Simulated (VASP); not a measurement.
# Ga (Cmce) in VASP: notebook

The runs below take Ga through single point, with LDA.

All numbers are computed with VASP 6.6.1; they aren't measurements. Logs are shortened: lines on timing, memory, paths and dates and some standing lists are left out, and cuts for length are marked.

## (1) The cell of the first run

The structure is orthorhombic, space group Cmce (No. 64). The conventional cell has a = 4.523 Å, b = 7.661 Å, c = 4.524 Å, α = 90.00°, β = 90.00°, γ = 90.00°. Within 3.3 Å of Ga (site symmetry m) lie 7 Ga at 2.48 to 2.79 Å.

## (2) Single point, LDA

The input, INCAR:

```
SYSTEM = Ga
PREC = Accurate
ENCUT = 520
EDIFF = 1E-6
ISMEAR = 0
SIGMA = 0.1
LREAL = .False.
LASPH = .True.
NELM = 60
ALGO = Normal
ISIF = 2
LWAVE = .False.
LCHARG = .False.
NBANDS = 34
```

The input, KPOINTS:

```
Automatic mesh
0
Gamma
  6 6 4
  0 0 0
```

The input, POSCAR:

```
Ga
1.0
    2.2615000000     -3.8305000000      0.0000000000
    2.2615000000      3.8305000000      0.0000000000
    0.0000000000      0.0000000000      4.5240000000
Ga
4
Direct
    0.8451000000      0.1549000000      0.0810000000
    0.6549000000      0.3451000000      0.5810000000
    0.1549000000      0.8451000000      0.9190000000
    0.3451000000      0.6549000000      0.4190000000
```

Potentials or basis: VASP PAW LDA potentials, release 64 (Ga_d).

On the command line:

```
> cat potpaw_LDA.64/Ga_d/POTCAR > POTCAR
> mpirun -np 1 vasp_std > vasp.out
```

OUTCAR:

```text
SYSTEM = Ga
   PREC = Accurate
   ENCUT = 520
   EDIFF = 1E-6
   ISMEAR = 0
   LREAL = .False.
   LASPH = .True.
   NELM = 60
   ISIF = 2

 ion  position               nearest neighbor table
   1  0.845  0.155  0.081-   3 2.48   2 2.69   2 2.69   4 2.73   4 2.73   3 2.79   3 2.79
   2  0.655  0.345  0.581-   4 2.48   1 2.69   1 2.69   3 2.73   3 2.73   4 2.79   4 2.79
   3  0.155  0.845  0.919-   1 2.48   4 2.69   4 2.69   2 2.73   2 2.73   1 2.79   1 2.79
   4  0.345  0.655  0.419-   2 2.48   3 2.69   3 2.69   1 2.73   1 2.73   2 2.79   2 2.79

  LATTYP: Found a base centered orthorhombic cell.
 ALAT       =     4.5230000000
 B/A-ratio  =     1.6937873093
 C/A-ratio  =     1.0002210922

  Lattice vectors:

 A1 = (   2.2615000000,  -3.8305000000,   0.0000000000)
 A2 = (   2.2615000000,   3.8305000000,   0.0000000000)
 A3 = (   0.0000000000,   0.0000000000,   4.5240000000)

Analysis of symmetry for initial positions (statically):
=====================================================================
 Subroutine PRICEL returns:
 Original cell was already a primitive cell.

 Routine SETGRP: Setting up the symmetry group for a
 base centered orthorhombic supercell.

 Subroutine GETGRP returns: Found  8 space group operations
 (whereof  4 operations were pure point group operations)
 out of a pool of  8 trial point group operations.

The static configuration has the point symmetry C_2h.
 The point group associated with its full space group is D_2h.

Analysis of symmetry for dynamics (positions and initial velocities):
=====================================================================
 Subroutine PRICEL returns:
 Original cell was already a primitive cell.

 Routine SETGRP: Setting up the symmetry group for a
 base centered orthorhombic supercell.

 Subroutine GETGRP returns: Found  8 space group operations
 (whereof  4 operations were pure point group operations)
 out of a pool of  8 trial point group operations.

The dynamic configuration has the point symmetry C_2h.
 The point group associated with its full space group is D_2h.

 Subroutine INISYM returns: Found  8 space group operations
 (whereof  4 operations are pure point group operations),
 and found     1 'primitive' translations

----------------------------------------------------------------------------------------

                                     Primitive cell

  volume of cell :      78.3799

  direct lattice vectors                    reciprocal lattice vectors
     2.261500000 -3.830500000  0.000000000     0.221092195 -0.130531262  0.000000000
     2.261500000  3.830500000  0.000000000     0.221092195  0.130531262  0.000000000
     0.000000000  0.000000000  4.524000000     0.000000000  0.000000000  0.221043324

  length of vectors
     4.448270731  4.448270731  4.524000000     0.256749234  0.256749234  0.221043324

  position of ions in fractional coordinates (direct lattice)
     0.845100000  0.154900000  0.081000000
     0.654900000  0.345100000  0.581000000
     0.154900000  0.845100000  0.919000000
     0.345100000  0.654900000  0.419000000

  ion indices of the primitive-cell ions
   primitive index   ion index
                 1           1
                 2           2
                 3           3
                 4           4

----------------------------------------------------------------------------------------

 KPOINTS: Automatic mesh

Automatic generation of k-mesh.
 Grid dimensions read from file:
 generate k-points for:    6    6    4

 Generating k-lattice:

  Cartesian coordinates                     Fractional coordinates (reciprocal lattice)
     0.036848699 -0.021755210  0.000000000     0.166666667  0.000000000  0.000000000
     0.036848699  0.021755210  0.000000000     0.000000000  0.166666667  0.000000000
     0.000000000  0.000000000  0.055260831     0.000000000  0.000000000  0.250000000

  Length of vectors
     0.042791539  0.042791539  0.055260831

  Shift w.r.t. Gamma in fractional coordinates (k-lattice)
     0.000000000  0.000000000  0.000000000

 Subroutine IBZKPT returns following result:
 ===========================================

 Found     39 irreducible k-points:

 Following reciprocal coordinates:
            Coordinates               Weight
  0.000000  0.000000  0.000000      1.000000
  0.166667  0.000000  0.000000      4.000000
  0.333333  0.000000  0.000000      4.000000
  0.500000  0.000000  0.000000      2.000000
  0.166667  0.166667  0.000000      2.000000
  0.333333  0.166667  0.000000      4.000000
[... 16 lines left out ...]
  0.333333  0.333333  0.250000      4.000000
  0.500000  0.333333  0.250000      8.000000
 [... further k-points ...]
   k-points           NKPTS =     39   k-points in BZ     NKDIM =     39   number of bands    NBANDS=     34
   number of dos      NEDOS =    301   number of ions     NIONS =      4
   total plane-waves  NPLWV =  46656
   dimension x,y,z NGX =    36 NGY =   36 NGZ =   36
   dimension x,y,z NGXF=    72 NGYF=   72 NGZF=   72
   ions per type =               4
   NGX,Y,Z   is equivalent  to a cutoff of  13.45, 13.45, 13.23 a.u.
   NGXF,Y,Z  is equivalent  to a cutoff of  26.91, 26.91, 26.46 a.u.
 SYSTEM =  Ga
   PREC   = accura    normal or accurate (medium, high low for compatibility)
   ISTART =      0    job   : 0-new  1-cont  2-samecut
   ICHARG =      2    charge: 1-file 2-atom 10-const
   ISPIN  =      1    spin polarized calculation?
   LNONCOLLINEAR =      F non collinear calculations
   LSORBIT =      F    spin-orbit coupling
   LASPH  =      T    aspherical Exc in radial PAW
   ENCUT  =  520.0 eV  38.22 Ry    6.18 a.u.   8.27  8.27  8.41*2*pi/ulx,y,z
   NELM   =     60;   NELMIN=  2; NELMDL= -5     # of ELM steps
   EDIFF  = 0.1E-05   stopping-criterion for ELM
   LREAL  =      F    real-space projection
   EDIFFG = 0.1E-04   stopping-criterion for IOM
   NSW    =      0    number of steps for IOM
   IBRION =     -1    ionic relax: 0-MD 1-quasi-New 2-CG
   NFREE  =      0    steps in history (QN), initial steepest desc. (CG)
   ISIF   =      2    stress and relaxation
   ISYM   =      2    0-nonsym 1-usesym 2-fastsym
   POTIM  = 0.5000    time-step for ionic-motion
   TEBEG  =    0.0;   TEEND  =   0.0 temperature during run
   PSTRESS=    0.0 pullay stress
   NELECT =      52.0000    total number of electrons
   NUPDOWN=      -1.0000    fix difference up-down
   EMIN   =  10.00;   EMAX   =-10.00  energy-range for DOS
   EFERMI =   0.00;   METHOD = LEGACY
   ISMEAR =     0;   SIGMA  =   0.10  broadening in eV -4-tet -1-fermi 0-gaus
   EFERMI_NEDOS =   21; number of points for ismear=-14 and -15
   IALGO  =     38    algorithm
   IMIX   =      4    mixing-type and parameters
     AMIX     =   0.40;   BMIX     =  1.00
     AMIX_MAG =   1.60;   BMIX_MAG =  1.00
  volume/ion in A,a.u.               =      19.59       132.23
  Fermi-wavevector in a.u.,A,eV,Ry     =   1.427823  2.698194 27.737908  2.038679
  Thomas-Fermi vector in A             =   2.547951
   LORBIT       =      0    0 simple, 1 ext, 2 COOP (PROOUT), +10 PAW based schemes
   GGA     = CA    functional components
   LHFCALC =     F    Hartree Fock is set to
   AEXX    =    0.0000 exact exchange contribution
   IVDW    =     0    specifies the selected vdW correction
   LEPSILON=     F    determine dielectric tensor
   LRPA    =     F    only Hartree local field effects (RPA)
 non-spin polarized calculation
 Gauss-broadening in eV      SIGMA  =   0.10
  energy-cutoff  :      520.00
  volume of cell :       78.38
 maximum number of plane-waves:      2131
 NGX is ok and might be reduce to    36
   NGX = 17   NGY = 17   NGZ = 17

 number of electron      52.0000009 magnetization

 Free energy of the ion-electron system (eV)
  ---------------------------------------------------
  ext. energy  EPLUGINS =         0.00000000
  ---------------------------------------------------
  free energy    TOTEN  =       -14.42734673 eV

  energy without entropy =      -14.42336945  energy(sigma->0) =      -14.42535809

 E-fermi :   4.7274     XC(G=0): -10.9720

 val. band max:        4.6875603400   @ k =   0.1667   0.0000   0.2500
 cond. band min:       4.7930582797   @ k =   0.0000   0.0000   0.5000
 fundamental gap:      0.1054979396
 Fermi energy:         4.7274478397

 k-point     1 :       0.0000    0.0000    0.0000
  band No.  band energies     occupation
      1     -10.4538      2.00000
      2     -10.4530      2.00000
      3     -10.4301      2.00000
      4     -10.4078      2.00000
      5     -10.3763      2.00000
      6     -10.3510      2.00000
[... 26 lines left out ...]
     33      11.5004      0.00000
     34      12.1090      0.00000

 k-point     2 :       0.1667    0.0000    0.0000
  band No.  band energies     occupation
      1     -10.4566      2.00000
      2     -10.4415      2.00000
      3     -10.4359      2.00000
      4     -10.4189      2.00000
      5     -10.3621      2.00000
      6     -10.3416      2.00000
[... 26 lines left out ...]
     33      11.2072      0.00000
     34      12.0494      0.00000

 k-point     3 :       0.3333    0.0000    0.0000
  band No.  band energies     occupation
      1     -10.4531      2.00000
      2     -10.4417      2.00000
      3     -10.4398      2.00000
      4     -10.4091      2.00000
      5     -10.3673      2.00000
      6     -10.3592      2.00000
[... 26 lines left out ...]
     33      10.5969      0.00000
     34      11.9811      0.00000
[... 704 lines left out ...]
 k-point    23 :       0.3333    0.3333    0.2500
  band No.  band energies     occupation
      1     -10.5123      2.00000
      2     -10.4462      2.00000
      3     -10.4433      2.00000
      4     -10.3872      2.00000
      5     -10.3739      2.00000
      6     -10.3426      2.00000
[... 26 lines left out ...]
     33      12.2287      0.00000
     34      12.6275      0.00000

 k-point    24 :       0.5000    0.3333    0.2500
  band No.  band energies     occupation
      1     -10.5107      2.00000
      2     -10.4489      2.00000
      3     -10.4285      2.00000
      4     -10.4008      2.00000
      5     -10.3894      2.00000
      6     -10.3727      2.00000
[... 26 lines left out ...]
     33      12.4685      0.00000
     34      13.3218      0.00000

 [... further k-points ...]

------------------------ aborting loop because EDIFF is reached ----------------------------------------

  FORCE on cell =-STRESS in cart. coord.  units (eV):
  Direction    XX          YY          ZZ          XY          YZ          ZX
  --------------------------------------------------------------------------------------
  -------------------------------------------------------------------------------------
  Total       -1.9255574     -1.6482565     -1.6463281      0.0000000      0.0000000      0.0000000
  in kB      -39.3606626    -33.6923048    -33.6528864      0.0000000      0.0000000      0.0000000
  external PRESSURE =     -35.5686180 kB  Pullay stress =       0.0000000 kB

 VOLUME and BASIS-vectors are now :
 -----------------------------------------------------------------------------
  energy-cutoff  :      520.00
  volume of cell :       78.38
      direct lattice vectors                 reciprocal lattice vectors
     2.261500000 -3.830500000  0.000000000     0.221092195 -0.130531262  0.000000000
     2.261500000  3.830500000  0.000000000     0.221092195  0.130531262  0.000000000
     0.000000000  0.000000000  4.524000000     0.000000000  0.000000000  0.221043324

 POSITION                                       TOTAL-FORCE (eV/Angst)
 -----------------------------------------------------------------------------------
      2.26150     -2.64381      0.36644         0.000000      0.160378      0.055131
      2.26150     -1.18669      2.62844         0.000000     -0.160378      0.055131
      2.26150      2.64381      4.15756         0.000000     -0.160378     -0.055131
      2.26150      1.18669      1.89556         0.000000      0.160378     -0.055131
 -----------------------------------------------------------------------------------
    total drift:                               -0.000000     -0.000000      0.000000

  FREE ENERGIE OF THE ION-ELECTRON SYSTEM (eV)
  ---------------------------------------------------
  free  energy   TOTEN  =       -14.4273467288 eV

  energy  without entropy=      -14.4233694539  energy(sigma->0) =      -14.42535809
```

It took 2.6 min on 1 thread of Intel Xeon 8259CL, shared host; peak memory 0.21 GiB.

Results:

```yaml
Free_energy: -14.4273 eV
Pressure: -3.6 GPa
Largest_force: 0.170 eV/Å
Band_gap_on_the_k_mesh: zero (bands 26 and 27 overlap by 1.16 eV)
```

Forces on the atoms (eV/Å):
```
Ga   0.000  0.160  0.055
Ga   0.000 -0.160  0.055
Ga   0.000 -0.160 -0.055
Ga   0.000  0.160 -0.055
```

Stress tensor (GPa, compression positive):
```
-3.94  0.00  0.00
 0.00 -3.37  0.00
 0.00  0.00 -3.37
```

Caveat: the cell stands under tension.

## (3) Single point, LDA

This run uses another cell than the first one, of 18.36 Å³/atom.

The input, INCAR:

```
PREC     = Accurate       # precision mode
ENCUT    = 520            # plane-wave cutoff, eV
EDIFF    = 1E-6           # SCF threshold, eV
ISMEAR   = 0              # smearing method
SIGMA    = 0.1            # smearing width, eV
LREAL    = F              # projectors in reciprocal space
LASPH    = T              # aspherical terms in the spheres
NELM     = 100            # most SCF steps
ALGO     = Fast           # electronic algorithm
ISIF     = 2              # what is computed and relaxed
LWAVE    = F              # write WAVECAR
LCHARG   = T              # write CHGCAR
LELF     = T              # ELF
LVHAR    = T            
NBANDS   = 34             # bands
```

The input, KPOINTS:

```
regular mesh
0
Gamma
  12 12 10
```

The input, POSCAR:

```
Ga
1.0
    2.2085446879     -3.7455716484      0.0000000000
    2.2085446879      3.7455716484      0.0000000000
    0.0000000000      0.0000000000      4.4390025345
Ga
4
Direct
    0.8439831639      0.1560168361      0.0844986350
    0.6560168361      0.3439831639      0.5844986350
    0.1560168361      0.8439831639      0.9155013650
    0.3439831639      0.6560168361      0.4155013650
```

Potentials or basis: VASP PAW LDA potentials, release 64 (Ga_d).

On the command line:

```
> cat potpaw_LDA.64/Ga_d/POTCAR > POTCAR
> mpirun -np 1 vasp_std > vasp.out
```

OUTCAR:

```text
PREC = Accurate
   ENCUT = 520
   EDIFF = 1E-6
   ISMEAR = 0
   LREAL = F
   LASPH = T
   NELM = 100
   ISIF = 2

 ion  position               nearest neighbor table
   1  0.844  0.156  0.084-   3 2.45   2 2.63   2 2.63   4 2.65   4 2.65   3 2.72   3 2.72
   2  0.656  0.344  0.584-   4 2.45   1 2.63   1 2.63   3 2.65   3 2.65   4 2.72   4 2.72
   3  0.156  0.844  0.916-   1 2.45   4 2.63   4 2.63   2 2.65   2 2.65   1 2.72   1 2.72
   4  0.344  0.656  0.416-   2 2.45   3 2.63   3 2.63   1 2.65   1 2.65   2 2.72   2 2.72

[... 1093 lines left out ...]
  --------------------------------------------------------------------------------------
  -------------------------------------------------------------------------------------
  Total        0.0870309      0.1143565      0.0895857      0.0000000      0.0000000      0.0000000
  in kB        1.8986473      2.4947772      1.9543821      0.0000000      0.0000000      0.0000000
  external PRESSURE =       2.1159355 kB  Pullay stress =       0.0000000 kB

 VOLUME and BASIS-vectors are now :
 -----------------------------------------------------------------------------
  energy-cutoff  :      520.00
  volume of cell :       73.44
      direct lattice vectors                 reciprocal lattice vectors
     2.208544688 -3.745571648  0.000000000     0.226393427 -0.133490972  0.000000000
     2.208544688  3.745571648  0.000000000     0.226393427  0.133490972  0.000000000
     0.000000000  0.000000000  4.439002535     0.000000000  0.000000000  0.225275834

 POSITION                                       TOTAL-FORCE (eV/Angst)
 -----------------------------------------------------------------------------------
      2.20854     -2.57683      0.37509         0.000000     -0.001868      0.000165
      2.20854     -1.16874      2.59459         0.000000      0.001868      0.000165
      2.20854      2.57683      4.06391         0.000000      0.001868     -0.000165
      2.20854      1.16874      1.84441         0.000000     -0.001868     -0.000165
 -----------------------------------------------------------------------------------
    total drift:                               -0.000000      0.000000     -0.000000

  FREE ENERGIE OF THE ION-ELECTRON SYSTEM (eV)
  ---------------------------------------------------
  free  energy   TOTEN  =       -14.4349958745 eV

  energy  without entropy=      -14.4315444478  energy(sigma->0) =      -14.43327016
```

stdout:

```text
POSCAR found type information on POSCAR Ga
 POSCAR found :  1 types and       4 ions
 scaLAPACK will be used
 LDA part: xc-table for (Slater(with rela. corr.)+CA(PZ))
 , standard interpolation
 POSCAR, INCAR and KPOINTS ok, starting setup
 FFT: planning ... GRIDC
 FFT: planning ... GRID_SOFT
 FFT: planning ... GRID
 WAVECAR not read
 entering main loop
```

Run time: 14 min. Hardware: 1 thread of Intel Xeon 8259CL, shared host; peak memory 0.5 GiB.

Results:

```yaml
Free_energy: -14.4350 eV
Pressure: 0.2 GPa
Band_gap_on_the_k_mesh: zero (bands 26 and 27 overlap by 1.41 eV)
```
